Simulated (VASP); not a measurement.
## Nb5O: single point with PBE

Crystal: Nb5O.

```
Nb O
1.0
     5.21242    0.00000    0.00000
    -2.60621    4.51409    0.00000
     0.00000    0.00000    4.96095
Nb O
5 1
Direct
  0.33333 0.66667 0.00000
  0.66667 0.33333 0.00000
  0.50000 0.00000 0.50000
  0.50000 0.50000 0.50000
  0.00000 0.50000 0.50000
  0.00000 0.00000 0.00000
```

```yaml
Program: VASP 6.6.1
Task: single point
Functional: PBE
Potentials_or_basis: VASP PAW PBE potentials, release 64 (Nb_sv, O)
Cutoff: 520 eV
k_mesh: 12 × 12 × 8
Occupations: gaussian, width 0.1 eV
Spin: no spin polarisation
```

- Pressure: -0.2 GPa
- Band gap on the k mesh: zero (an odd number of electrons rules out a gap without spin polarisation)

Stress tensor (GPa, compression positive):
```
-0.12  0.00  0.00
 0.00 -0.12  0.00
 0.00  0.00 -0.26
```

Levels at points of the mesh, in eV from the Fermi level:
| k point | band 33 | band 34 | band 35 | band 36 | band 37 | band 38 | band 39 | band 40 |
| --- | --- | --- | --- | --- | --- | --- | --- | --- |
| (0.00, 0.00, 0.00) | -0.93 | -0.93 | -0.30 | -0.30 | 0.19 | 0.32 | 2.03 | 2.03 |
| (0.50, 0.00, 0.00) | -0.62 | -0.57 | -0.29 | -0.23 | 0.52 | 0.64 | 0.93 | 1.11 |
| (0.00, 0.00, 0.50) | -0.21 | -0.21 | -0.18 | 0.01 | 0.26 | 0.26 | 1.05 | 1.05 |
| (0.50, 0.00, 0.50) | -0.33 | -0.27 | 0.14 | 0.32 | 0.55 | 0.69 | 0.86 | 0.87 |

It took 9.8 min on 1 thread of Intel(R) Xeon(R) Platinum 8259CL CPU @ 2.50GHz (Skylake/Cascade Lake), with other jobs on the host, peak memory 0.5 GiB.

Caveat: an odd number of electrons without spin polarisation forces a metal; a magnetic or distorted state may lie lower.
